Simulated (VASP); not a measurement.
# Pd (P6_3/mmc) in VASP: a series of runs

The runs below take Pd through single point, with PBE.

Program: VASP 6.6.1. These are calculated values, not measurements. Logs are shortened: lines on timing, memory, paths and dates and some standing lists are left out, and cuts for length are marked.

## Step 1: The cell of the first run

It takes space group P6_3/mmc (No. 194, hexagonal). Conventional cell: a = 2.784 Å, b = 2.784 Å, c = 4.629 Å, α = 90.00°, β = 90.00°, γ = 120.00°. Within 3.7 Å of Pd (site symmetry -6m2) lie 12 Pd at 2.78 to 2.82 Å.

This isn't the form of Pd at room conditions, which is fcc.

## Step 2: Single point, PBE

POSCAR reads:

```
Pd
1.0
    2.7836650458      0.0000000000      0.0000000000
   -1.3918325229      2.4107246453      0.0000000000
    0.0000000000      0.0000000000      4.6288930000
Pd
2
Direct
    0.6666666667      0.3333333333      0.7500000000
    0.3333333333      0.6666666667      0.2500000000
```

INCAR.step1 reads:

```
SYSTEM = Pd
  PREC = Accurate
  ENCUT = 520
  EDIFF = 1E-7
  ISMEAR = -1
  SIGMA = 0.05
  LREAL = .False.
  LASPH = .True.
  NELM = 60
  ALGO = Normal
  ISIF = 2
  LWAVE = .False.
  LCHARG = .True.
  LMAXMIX = 4
  GGA = PE
  NBANDS = 17
```

KPOINTS.step1 reads:

```
regular mesh
0
Gamma
  14 14 7
  0 0 0
```

INCAR.step2 reads:

```
SYSTEM = Pd
  PREC = Accurate
  ENCUT = 520
  EDIFF = 1E-7
  ISMEAR = -5
  SIGMA = 0.05
  LREAL = .False.
  LASPH = .True.
  NELM = 60
  ALGO = Normal
  ISIF = 2
  LWAVE = .False.
  LCHARG = .False.
  LMAXMIX = 4
  GGA = PE
  LORBIT = 11
  NEDOS = 1001
  ICHARG = 11
```

KPOINTS.step2 reads:

```
regular mesh
0
Gamma
  21 21 11
  0 0 0
```

Potentials or basis: VASP PAW PBE potentials, release 64 (Pd).

Run with:

```
$ cat potpaw_PBE.64/Pd/POTCAR > POTCAR
$ cp INCAR.step1 INCAR
$ cp KPOINTS.step1 KPOINTS
$ mpirun -np 1 vasp_std > vasp.out
$ cp INCAR.step2 INCAR
$ cp KPOINTS.step2 KPOINTS
$ mpirun -np 1 vasp_std > vasp.out
```

OUTCAR:

```text
SYSTEM = Pd
   PREC = Accurate
   ENCUT = 520
   EDIFF = 1E-7
   ISMEAR = -5
   LREAL = .False.
   LASPH = .True.
   NELM = 60
   ISIF = 2
   GGA = PE
   LORBIT = 11
   ICHARG = 11

 ion  position               nearest neighbor table
   1  0.667  0.333  0.750-   2 2.82   2 2.82   2 2.82   2 2.82   2 2.82   2 2.82
   2  0.333  0.667  0.250-   1 2.82   1 2.82   1 2.82   1 2.82   1 2.82   1 2.82

  LATTYP: Found a hexagonal cell.
 ALAT       =     2.7836650458
 C/A-ratio  =     1.6628771507

  Lattice vectors:

 A1 = (   2.7836650458,   0.0000000000,   0.0000000000)
 A2 = (  -1.3918325229,   2.4107246453,   0.0000000000)
 A3 = (   0.0000000000,   0.0000000000,   4.6288930000)

Analysis of symmetry for initial positions (statically):
=====================================================================
 Subroutine PRICEL returns:
 Original cell was already a primitive cell.

 Routine SETGRP: Setting up the symmetry group for a
 hexagonal supercell.

 Subroutine GETGRP returns: Found 24 space group operations
 (whereof 12 operations were pure point group operations)
 out of a pool of 24 trial point group operations.

The static configuration has the point symmetry D_3d.
 The point group associated with its full space group is D_6h.

Analysis of symmetry for dynamics (positions and initial velocities):
=====================================================================
 Subroutine PRICEL returns:
 Original cell was already a primitive cell.

 Routine SETGRP: Setting up the symmetry group for a
 hexagonal supercell.

 Subroutine GETGRP returns: Found 24 space group operations
 (whereof 12 operations were pure point group operations)
 out of a pool of 24 trial point group operations.

The dynamic configuration has the point symmetry D_3d.
 The point group associated with its full space group is D_6h.

 Subroutine INISYM returns: Found 24 space group operations
 (whereof 12 operations are pure point group operations),
 and found     1 'primitive' translations

----------------------------------------------------------------------------------------

                                     Primitive cell

  volume of cell :      31.0629

  direct lattice vectors                    reciprocal lattice vectors
     2.783665046  0.000000000  0.000000000     0.359238624  0.207406516  0.000000000
    -1.391832523  2.410724645  0.000000000     0.000000000  0.414813032  0.000000000
     0.000000000  0.000000000  4.628893000     0.000000000  0.000000000  0.216034374

  length of vectors
     2.783665046  2.783665046  4.628893000     0.414813032  0.414813032  0.216034374

  position of ions in fractional coordinates (direct lattice)
     0.666666667  0.333333333  0.750000000
     0.333333333  0.666666667  0.250000000

  ion indices of the primitive-cell ions
   primitive index   ion index
                 1           1
                 2           2

----------------------------------------------------------------------------------------

 KPOINTS: regular mesh

Automatic generation of k-mesh.
 Grid dimensions read from file:
 generate k-points for:   21   21   11

 Generating k-lattice:

  Cartesian coordinates                     Fractional coordinates (reciprocal lattice)
     0.017106601  0.009876501  0.000000000     0.047619048  0.000000000  0.000000000
     0.000000000  0.019753002  0.000000000     0.000000000  0.047619048  0.000000000
     0.000000000  0.000000000  0.019639489     0.000000000  0.000000000  0.090909091

  Length of vectors
     0.019753002  0.019753002  0.019639489

  Shift w.r.t. Gamma in fractional coordinates (k-lattice)
     0.000000000  0.000000000  0.000000000

 TETIRR: Found   4709 inequivalent tetrahedra from    29106

 Subroutine IBZKPT returns following result:
 ===========================================

 Found    288 irreducible k-points:

 Following reciprocal coordinates:
            Coordinates               Weight
  0.000000  0.000000  0.000000      1.000000
  0.047619  0.000000  0.000000      6.000000
  0.095238  0.000000  0.000000      6.000000
  0.142857  0.000000  0.000000      6.000000
  0.190476  0.000000  0.000000      6.000000
  0.238095  0.000000  0.000000      6.000000
[... 16 lines left out ...]
  0.142857  0.095238  0.000000     12.000000
  0.190476  0.095238  0.000000     12.000000
 [... further k-points ...]
   k-points           NKPTS =    288   k-points in BZ     NKDIM =    288   number of bands    NBANDS=     14
   number of dos      NEDOS =   1001   number of ions     NIONS =      2
   total plane-waves  NPLWV =  20736
   dimension x,y,z NGX =    24 NGY =   24 NGZ =   36
   dimension x,y,z NGXF=    48 NGYF=   48 NGZF=   72
   ions per type =               2
   NGX,Y,Z   is equivalent  to a cutoff of  14.33, 14.33, 12.93 a.u.
   NGXF,Y,Z  is equivalent  to a cutoff of  28.67, 28.67, 25.86 a.u.
 SYSTEM =  Pd
   PREC   = accura    normal or accurate (medium, high low for compatibility)
   ISTART =      0    job   : 0-new  1-cont  2-samecut
   ICHARG =     11    charge: 1-file 2-atom 10-const
   ISPIN  =      1    spin polarized calculation?
   LNONCOLLINEAR =      F non collinear calculations
   LSORBIT =      F    spin-orbit coupling
   LASPH  =      T    aspherical Exc in radial PAW
   ENCUT  =  520.0 eV  38.22 Ry    6.18 a.u.   5.18  5.18  8.61*2*pi/ulx,y,z
   NELM   =     60;   NELMIN=  2; NELMDL=  0     # of ELM steps
   EDIFF  = 0.1E-06   stopping-criterion for ELM
   LREAL  =      F    real-space projection
   EDIFFG = 0.1E-05   stopping-criterion for IOM
   NSW    =      0    number of steps for IOM
   IBRION =     -1    ionic relax: 0-MD 1-quasi-New 2-CG
   NFREE  =      0    steps in history (QN), initial steepest desc. (CG)
   ISIF   =      2    stress and relaxation
   ISYM   =      2    0-nonsym 1-usesym 2-fastsym
   POTIM  = 0.5000    time-step for ionic-motion
   TEBEG  =    0.0;   TEEND  =   0.0 temperature during run
   PSTRESS=    0.0 pullay stress
   NELECT =      20.0000    total number of electrons
   NUPDOWN=      -1.0000    fix difference up-down
   EMIN   =  10.00;   EMAX   =-10.00  energy-range for DOS
   EFERMI =   0.00;   METHOD = LEGACY
   ISMEAR =    -5;   SIGMA  =   0.05  broadening in eV -4-tet -1-fermi 0-gaus
   EFERMI_NEDOS =   21; number of points for ismear=-14 and -15
   IALGO  =     38    algorithm
   IMIX   =      4    mixing-type and parameters
     AMIX     =   0.40;   BMIX     =  1.00
     AMIX_MAG =   1.60;   BMIX_MAG =  1.00
  volume/ion in A,a.u.               =      15.53       104.81
  Fermi-wavevector in a.u.,A,eV,Ry     =   1.413636  2.671385 27.189429  1.998367
  Thomas-Fermi vector in A             =   2.535261
   LORBIT       =     11    0 simple, 1 ext, 2 COOP (PROOUT), +10 PAW based schemes
   GGA     = PE    functional components
   LHFCALC =     F    Hartree Fock is set to
   AEXX    =    0.0000 exact exchange contribution
   IVDW    =     0    specifies the selected vdW correction
   LEPSILON=     F    determine dielectric tensor
   LRPA    =     F    only Hartree local field effects (RPA)
 non-spin polarized calculation
 Fermi weights with tetrahedron method with Bloechl corrections
  energy-cutoff  :      520.00
  volume of cell :       31.06
 maximum number of plane-waves:       851
 NGX is ok and might be reduce to    24

 number of electron      20.0000008 magnetization

 Free energy of the ion-electron system (eV)
  ---------------------------------------------------
  ext. energy  EPLUGINS =         0.00000000
  ---------------------------------------------------
  free energy    TOTEN  =       -10.36656296 eV

  energy without entropy =      -10.36656296  energy(sigma->0) =      -10.36656296

 E-fermi :   8.9281     XC(G=0): -12.8636

 val. band max:        9.0003908428   @ k =   0.4762   0.0000   0.3636
 cond. band min:       8.7945357396   @ k =   0.0000   0.0000   0.1818
 fundamental gap:     -0.2058551032
 Fermi energy:         8.9281482901

 k-point     1 :       0.0000    0.0000    0.0000
  band No.  band energies     occupation
      1       2.1887      2.00000
      2       4.0198      2.00000
      3       6.2310      2.00000
      4       6.4111      2.00000
      5       6.4111      2.00000
      6       6.7376      2.00000
      7       6.7376      2.00000
      8       7.3838      2.00000
      9       7.3838      2.00000
     10       8.7125      2.00000
     11       8.7125      2.00000
     12       9.9202      0.00000
     13      15.5898      0.00000
     14      26.0101      0.00000

 k-point     2 :       0.0476    0.0000    0.0000
  band No.  band energies     occupation
      1       2.2602      2.00000
      2       4.0709      2.00000
      3       6.1810      2.00000
      4       6.4538      2.00000
      5       6.4577      2.00000
      6       6.7139      2.00000
      7       6.7806      2.00000
      8       7.3342      2.00000
      9       7.3541      2.00000
     10       8.3724      2.00000
     11       8.7255      2.00000
     12      10.3463      0.00000
     13      15.5923      0.00000
     14      26.0292      0.00000
[... 343 lines left out ...]
      1       3.4206      2.00000
      2       4.7487      2.00000
      3       5.6833      2.00000
      4       6.1995      2.00000
      5       6.4352      2.00000
      6       6.7733      2.00000
      7       6.9160      2.00000
      8       7.3027      2.00000
      9       7.3983      2.00000
     10       7.6374      2.00000
     11       8.8220      2.00000
     12      13.3889      0.00000
     13      15.7221      0.00000
     14      23.6557      0.00000

 k-point    24 :       0.1905    0.0952    0.0000
  band No.  band energies     occupation
      1       3.8840      2.00000
      2       4.8563      2.00000
      3       5.6518      2.00000
      4       5.7833      2.00000
      5       6.4008      2.00000
      6       6.6304      2.00000
      7       7.1629      2.00000
      8       7.2567      2.00000
      9       7.6736      2.00000
     10       8.0555      2.00000
     11       8.8414      2.00000
     12      14.3487      0.00000
     13      15.8505      0.00000
     14      21.9330      0.00000

 [... further k-points ...]

------------------------ aborting loop because EDIFF is reached ----------------------------------------

  FORCE on cell =-STRESS in cart. coord.  units (eV):
  Direction    XX          YY          ZZ          XY          YZ          ZX
  --------------------------------------------------------------------------------------
  -------------------------------------------------------------------------------------
  Total       -0.1961870     -0.1961870     -0.0115481      0.0000000      0.0000000     -0.0000000
  in kB      -10.1190372    -10.1190372     -0.5956344      0.0000000      0.0000000     -0.0000000
  external PRESSURE =      -6.9445696 kB  Pullay stress =       0.0000000 kB

 VOLUME and BASIS-vectors are now :
 -----------------------------------------------------------------------------
  energy-cutoff  :      520.00
  volume of cell :       31.06
      direct lattice vectors                 reciprocal lattice vectors
     2.783665046  0.000000000  0.000000000     0.359238624  0.207406516  0.000000000
    -1.391832523  2.410724645  0.000000000     0.000000000  0.414813032  0.000000000
     0.000000000  0.000000000  4.628893000     0.000000000  0.000000000  0.216034374

 POSITION                                       TOTAL-FORCE (eV/Angst)
 -----------------------------------------------------------------------------------
      1.39183      0.80357      3.47167        -0.000000      0.000000      0.000000
     -0.00000      1.60715      1.15722         0.000000     -0.000000      0.000000
 -----------------------------------------------------------------------------------
    total drift:                               -0.000000      0.000000     -0.000000

  FREE ENERGIE OF THE ION-ELECTRON SYSTEM (eV)
  ---------------------------------------------------
  free  energy   TOTEN  =       -10.3665629616 eV

  energy  without entropy=      -10.3665629616  energy(sigma->0) =      -10.36656296

 total charge

# of ion       s       p       d       tot
------------------------------------------
    1        0.460   0.422   8.459   9.341
    2        0.460   0.422   8.459   9.341
--------------------------------------------------
tot          0.920   0.845  16.918  18.683
```

It took 51 s on 1 thread of Intel Xeon Platinum 8488C (Sapphire Rapids), shared host; peak memory 0.23 GiB.

Results:

- Valence electrons inside the program's atomic spheres: Pd 9.34

Levels at points of the mesh, in eV from the Fermi level:
| k point | band 6 | band 7 | band 8 | band 9 | band 10 | band 11 | band 12 | band 13 | band 14 |
| --- | --- | --- | --- | --- | --- | --- | --- | --- | --- |
| (0.00, 0.00, 0.00) | -2.19 | -2.19 | -1.54 | -1.54 | -0.22 | -0.22 | 0.99 | 6.66 | 17.08 |

## Step 3: Single point, PBE

POSCAR is that of step 2.

INCAR.step1 reads:

```
PREC = Accurate ; ENCUT = 520
EDIFF = 1E-6 ; ISMEAR = -1
SIGMA = 0.05 ; LREAL = F
LASPH = T ; NELM = 100
ALGO = Normal ; ISIF = 2
LWAVE = F ; LCHARG = T
LMAXMIX = 4 ; GGA = PE
NBANDS = 17
```

KPOINTS.step1 reads:

```
Automatic mesh
0
Gamma
  14 14 7
```

INCAR.step2 reads:

```
PREC = Accurate ; ENCUT = 520
EDIFF = 1E-6 ; ISMEAR = -5
SIGMA = 0.05 ; LREAL = F
LASPH = T ; NELM = 100
ALGO = Normal ; ISIF = 2
LWAVE = F ; LCHARG = F
LMAXMIX = 4 ; GGA = PE
LORBIT = 11 ; NEDOS = 1001
ICHARG = 11
```

KPOINTS.step2 reads:

```
Automatic mesh
0
Gamma
  21 21 11
```

Potentials or basis: VASP PAW PBE potentials, release 64 (Pd).

Run with:

```
$ cat potpaw_PBE.64/Pd/POTCAR > POTCAR
$ cp INCAR.step1 INCAR
$ cp KPOINTS.step1 KPOINTS
$ mpirun -np 1 vasp_std > vasp.out
$ cp INCAR.step2 INCAR
$ cp KPOINTS.step2 KPOINTS
$ mpirun -np 1 vasp_std > vasp.out
```

Wall time 54 s (1 thread of Intel Xeon Platinum 8488C (Sapphire Rapids), shared host); peak memory 0.23 GiB.

The run converged. Its results:

```yaml
Valence_electrons_inside_the_program's_atomic_spheres: Pd 9.34
```

Levels at points of the mesh, in eV from the Fermi level:
```tsv
k point	band 8	band 9	band 10	band 11	band 12	band 13
(0.00, 0.00, 0.00)	-1.54	-1.54	-0.22	-0.22	0.99	6.66
```
